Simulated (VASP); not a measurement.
# AgO2 (Pnnm) in VASP: further runs, part 2 of 2

VASP 6.6.1.

### 3 Single point, PBE (14.50 Å³/atom)

This run uses another cell than the first one, of 14.50 Å³/atom.

Contents of INCAR:

```
SYSTEM = AgO2
ALGO     = Normal         ! electronic algorithm
EDIFF    = 1E-7           ! SCF threshold, eV
ENCUT    = 520            ! plane-wave cutoff, eV
GGA      = PE             ! functional
ISIF     = 2              ! what is computed and relaxed
ISMEAR   = 0              ! smearing method
LASPH    = .TRUE.         ! aspherical terms in the spheres
LCHARG   = .FALSE.        ! write CHGCAR
LREAL    = .FALSE.        ! projectors in reciprocal space
LWAVE    = .FALSE.        ! write WAVECAR
NBANDS   = 32             ! bands
NELM     = 80             ! most SCF steps
PREC     = Accurate       ! precision mode
SIGMA    = 0.1            ! smearing width, eV
```

Contents of KPOINTS:

```
k-points
0
G
  8 6 10
  0 0 0
```

Contents of POSCAR:

```
AgO2
1.0
    4.4143796379      0.0000000000      0.0000000000
    0.0000000000      5.2596967709      0.0000000000
    0.0000000000      0.0000000000      3.7460577306
Ag O
2 4
Direct
    0.0000000000      0.0000000000      0.0000000000
    0.5000000000      0.5000000000      0.5000000000
    0.8743258351      0.5791440393      0.0000000000
    0.1256741649      0.4208559607      0.0000000000
    0.3743258351      0.9208559607      0.5000000000
    0.6256741649      0.0791440393      0.5000000000
```

Potentials or basis: VASP PAW PBE potentials, release 64 (Ag, O).

Started as:

```
$ cat potpaw_PBE.64/Ag/POTCAR potpaw_PBE.64/O/POTCAR > POTCAR
$ mpirun -np 1 vasp_std > vasp.out
```

OUTCAR:

```text
SYSTEM = AgO2
   EDIFF = 1E-7
   ENCUT = 520
   GGA = PE
   ISIF = 2
   ISMEAR = 0
   LASPH = .TRUE.
   LREAL = .FALSE.
   NELM = 80
   PREC = Accurate

 ion  position               nearest neighbor table
   1  0.000  0.000  0.000-   3 2.28   4 2.28   5 2.53   6 2.53   5 2.53   6 2.53
   2  0.500  0.500  0.500-   5 2.28   6 2.28   3 2.53   4 2.53   3 2.53   4 2.53
   3  0.874  0.579  0.000-   4 1.39   1 2.28   2 2.53   2 2.53
   4  0.126  0.421  0.000-   3 1.39   1 2.28   2 2.53   2 2.53
   5  0.374  0.921  0.500-   6 1.39   2 2.28   1 2.53   1 2.53
   6  0.626  0.079  0.500-   5 1.39   2 2.28   1 2.53   1 2.53

  LATTYP: Found a simple orthorhombic cell.
 ALAT       =     3.7460577306
 B/A-ratio  =     1.1784067293
 C/A-ratio  =     1.4040618563

  Lattice vectors:

 A1 = (   0.0000000000,   0.0000000000,   3.7460577306)
 A2 = (   4.4143796379,   0.0000000000,   0.0000000000)
 A3 = (   0.0000000000,   5.2596967709,   0.0000000000)

Analysis of symmetry for initial positions (statically):
=====================================================================
 Subroutine PRICEL returns:
[... 185 lines left out ...]
 cond. band min:       3.0648509683   @ k =   0.2500   0.0000   0.0000
 fundamental gap:      0.0068140597
 Fermi energy:         3.0624006706

 k-point     1 :       0.0000    0.0000    0.0000
  band No.  band energies     occupation
      1     -19.9356      2.00000
      2     -19.7884      2.00000
      3     -11.8995      2.00000
      4     -11.8740      2.00000
      5      -4.4486      2.00000
      6      -4.2761      2.00000
[... 829 lines left out ...]
     31      12.0888      0.00000
     32      12.7720      0.00000

 [... further k-points ...]

------------------------ aborting loop because EDIFF is reached ----------------------------------------

  FORCE on cell =-STRESS in cart. coord.  units (eV):
  Direction    XX          YY          ZZ          XY          YZ          ZX
  --------------------------------------------------------------------------------------
  -------------------------------------------------------------------------------------
  Total       -2.2364300     -2.4416212     -2.7419329      0.0000000      0.0000000      0.0000000
  in kB      -41.1965680    -44.9763293    -50.5082775      0.0000000      0.0000000      0.0000000
  external PRESSURE =     -45.5603916 kB  Pullay stress =       0.0000000 kB

 VOLUME and BASIS-vectors are now :
 -----------------------------------------------------------------------------
  energy-cutoff  :      520.00
  volume of cell :       86.98
      direct lattice vectors                 reciprocal lattice vectors
     4.414379638  0.000000000  0.000000000     0.226532397  0.000000000  0.000000000
     0.000000000  5.259696771  0.000000000     0.000000000  0.190125029  0.000000000
     0.000000000  0.000000000  3.746057731     0.000000000  0.000000000  0.266947301

 POSITION                                       TOTAL-FORCE (eV/Angst)
 -----------------------------------------------------------------------------------
      0.00000      0.00000      0.00000        -0.000000     -0.000000      0.000000
      2.20719      2.62985      1.87303        -0.000000     -0.000000      0.000000
      3.85961      3.04612      0.00000        -0.244265      0.183253     -0.000000
      0.55477      2.21357      0.00000         0.244265     -0.183253      0.000000
      1.65242      4.84342      1.87303        -0.244265     -0.183253     -0.000000
      2.76196      0.41627      1.87303         0.244265      0.183253      0.000000
 -----------------------------------------------------------------------------------
    total drift:                                0.000000      0.000000     -0.000000

  FREE ENERGIE OF THE ION-ELECTRON SYSTEM (eV)
  ---------------------------------------------------
  free  energy   TOTEN  =       -24.9755473836 eV

  energy  without entropy=      -24.9542201759  energy(sigma->0) =      -24.96488378
```

stdout:

```text
POSCAR found type information on POSCAR AgO
 POSCAR found :  2 types and       6 ions
 scaLAPACK will be used
 LDA part: xc-table for (Slater+PW92), standard interpolation
 POSCAR, INCAR and KPOINTS ok, starting setup
 FFT: planning ... GRIDC
 FFT: planning ... GRID_SOFT
 FFT: planning ... GRID
 WAVECAR not read
 entering main loop
```

Wall time 9 min (1 thread of Oxide Virtual Turin-like, shared host); peak memory 0.34 GiB.

Results:

- Free energy: -24.9755 eV
- Pressure: -4.6 GPa
- Largest force: 0.305 eV/Å
- Band gap on the k mesh: zero (bands 23 and 24 overlap by 1.81 eV)

Forces in eV/Å, atoms in the order of the input:
```
Ag   0.000  0.000  0.000
Ag   0.000  0.000  0.000
O   -0.244  0.183  0.000
O    0.244 -0.183  0.000
O   -0.244 -0.183  0.000
O    0.244  0.183  0.000
```

Levels at points of the mesh, in eV from the Fermi level:
| k point | band 19 | band 20 | band 21 | band 22 | band 23 | band 24 | band 25 | band 26 | band 27 | band 28 |
| --- | --- | --- | --- | --- | --- | --- | --- | --- | --- | --- |
| (0.00, 0.00, 0.00) | -2.81 | -2.54 | -1.37 | 0.40 | 0.41 | 0.86 | 1.98 | 4.58 | 4.99 | 6.08 |
| (0.50, 0.00, 0.00) | -2.09 | -2.09 | -0.56 | -0.56 | -0.28 | -0.28 | 2.73 | 2.73 | 6.51 | 6.51 |
| (0.00, 0.50, 0.00) | -2.43 | -2.43 | -0.78 | -0.78 | 0.23 | 0.23 | 2.79 | 2.79 | 6.11 | 6.11 |
| (0.50, 0.50, 0.00) | -1.97 | -1.97 | -1.07 | -1.07 | -0.84 | -0.84 | 3.39 | 3.39 | 5.08 | 5.08 |
| (0.00, 0.00, 0.50) | -2.35 | -2.35 | -0.81 | -0.81 | -0.30 | -0.30 | 4.48 | 4.48 | 5.18 | 5.18 |
| (0.50, 0.00, 0.50) | -2.38 | -2.38 | -1.38 | -1.38 | 0.73 | 0.73 | 4.21 | 4.21 | 5.67 | 5.67 |
| (0.00, 0.50, 0.50) | -1.60 | -1.60 | -1.55 | -1.55 | -1.08 | -1.08 | 4.45 | 4.45 | 6.47 | 6.47 |
| (0.50, 0.50, 0.50) | -2.55 | -2.55 | -0.48 | -0.48 | -0.42 | -0.42 | 3.94 | 3.94 | 6.39 | 6.39 |

Caveat: the cell stands under tension.

### 4 Single point, PBE

This run uses another cell than the first one: it holds 12 atoms, not 6.

Contents of INCAR:

```
SYSTEM = AgO2
  ALGO = Normal
  EDIFF = 1E-6
  ENCUT = 520
  GGA = PE
  ISIF = 2
  ISMEAR = 0
  LASPH = .True.
  LCHARG = .True.
  LELF = .True.
  LREAL = .False.
  LVHAR = .True.
  LWAVE = .False.
  NBANDS = 58
  NELM = 80
  PREC = Accurate
  SIGMA = 0.2
```

Contents of KPOINTS:

```
k-points
0
Gamma
  6 4 4
  0 0 0
```

Contents of POSCAR:

```
AgO2
1.0
    4.2004625989      0.0000000000      0.0000000000
    0.0000000000      5.2699669968      0.0000000000
    0.0000000000      0.0000000000      7.1439292695
Ag O
4 8
Direct
    0.0000000000      0.0000000000      0.0000000000
    0.0000000000      0.0000000000      0.5000000000
    0.5000000000      0.5000000000      0.2500000000
    0.5000000000      0.5000000000      0.7500000000
    0.8669786946      0.5786026531      0.0000000000
    0.8669786946      0.5786026531      0.5000000000
    0.1330213054      0.4213973469      0.0000000000
    0.1330213054      0.4213973469      0.5000000000
    0.3669786946      0.9213973469      0.2500000000
    0.3669786946      0.9213973469      0.7500000000
    0.6330213054      0.0786026531      0.2500000000
    0.6330213054      0.0786026531      0.7500000000
```

Started as:

```
$ cat potpaw_PBE.64/Ag/POTCAR potpaw_PBE.64/O/POTCAR > POTCAR
$ mpirun -np 1 vasp_std > vasp.out
```

It took 7.4 min on 1 thread of Oxide Virtual Turin-like, shared host; peak memory 0.36 GiB.

The run converged. Its results:

* Free energy: -50.3198 eV
* Pressure: 0.2 GPa
* Largest force: 0.295 eV/Å
* Band gap on the k mesh: zero (bands 46 and 47 overlap by 1.25 eV)

Forces on the atoms (eV/Å):
```
Ag   0.000  0.000  0.000
Ag   0.000  0.000  0.000
Ag   0.000  0.000  0.000
Ag   0.000  0.000  0.000
O   -0.234  0.180  0.000
O   -0.234  0.180  0.000
O    0.234 -0.180  0.000
O    0.234 -0.180  0.000
O   -0.234 -0.180  0.000
O   -0.234 -0.180  0.000
O    0.234  0.180  0.000
O    0.234  0.180  0.000
```

Stress tensor (GPa, compression positive):
```
 0.77  0.00  0.00
 0.00  0.22  0.00
 0.00  0.00 -0.33
```

Levels at points of the mesh, in eV from the Fermi level:
| k point | band 42 | band 43 | band 44 | band 45 | band 46 | band 47 | band 48 | band 49 | band 50 | band 51 |
| --- | --- | --- | --- | --- | --- | --- | --- | --- | --- | --- |
| (0.00, 0.00, 0.00) | -1.22 | -1.22 | -0.43 | -0.43 | 0.54 | 0.55 | 0.90 | 2.13 | 4.26 | 4.76 |
| (0.50, 0.00, 0.00) | -1.44 | -0.91 | -0.91 | -0.32 | -0.32 | 0.75 | 0.75 | 2.73 | 2.73 | 4.07 |
| (0.00, 0.50, 0.00) | -1.55 | -1.51 | -1.51 | -0.85 | -0.85 | 0.40 | 0.40 | 2.85 | 2.85 | 4.72 |
| (0.50, 0.50, 0.00) | -1.34 | -1.18 | -1.18 | -0.63 | -0.63 | -0.37 | -0.37 | 3.56 | 3.56 | 3.91 |
| (0.00, 0.00, 0.50) | -1.15 | -0.20 | -0.20 | -0.16 | -0.16 | 0.50 | 0.50 | 3.03 | 3.03 | 4.62 |
| (0.50, 0.00, 0.50) | -1.44 | -1.44 | -1.44 | 0.39 | 0.39 | 0.39 | 0.39 | 3.42 | 3.42 | 3.42 |
| (0.00, 0.50, 0.50) | -1.15 | -1.15 | -1.15 | -0.40 | -0.40 | -0.40 | -0.40 | 3.68 | 3.68 | 3.68 |
| (0.50, 0.50, 0.50) | -0.80 | -0.80 | -0.80 | -0.71 | -0.71 | -0.71 | -0.71 | 3.76 | 3.76 | 3.76 |

### 5 Overview

```tsv
potentials or basis	cell	k mesh	cutoff (eV)	smearing	gap on the mesh (eV)	pressure (GPa)	largest force (eV/Å)
VASP PAW PBE potentials, release 64 (Ag_sv_GW, O)	a = 4.255, b = 5.294, c = 3.615 Å, 6 atoms, atomic positions A	8 × 6 × 10	700	gaussian 0.1 eV	none	-1.8	0.27
VASP PAW PBE potentials, release 64 (Ag, O)	a = 4.414, b = 5.260, c = 3.746 Å, 6 atoms, atomic positions B	8 × 6 × 10	520	gaussian 0.1 eV	none	-4.6	0.31
VASP PAW PBE potentials, release 64 (Ag, O)	a = 4.200, b = 5.270, c = 7.144 Å, 12 atoms, atomic positions C	6 × 4 × 4	520	gaussian 0.2 eV	none	0.2	0.30
```

Alike in all rows: task single point; level PBE; no spin polarisation.

Caveats: the cell stands under tension (at least some runs).

Absolute energies hang on the potentials; compare differences alone.
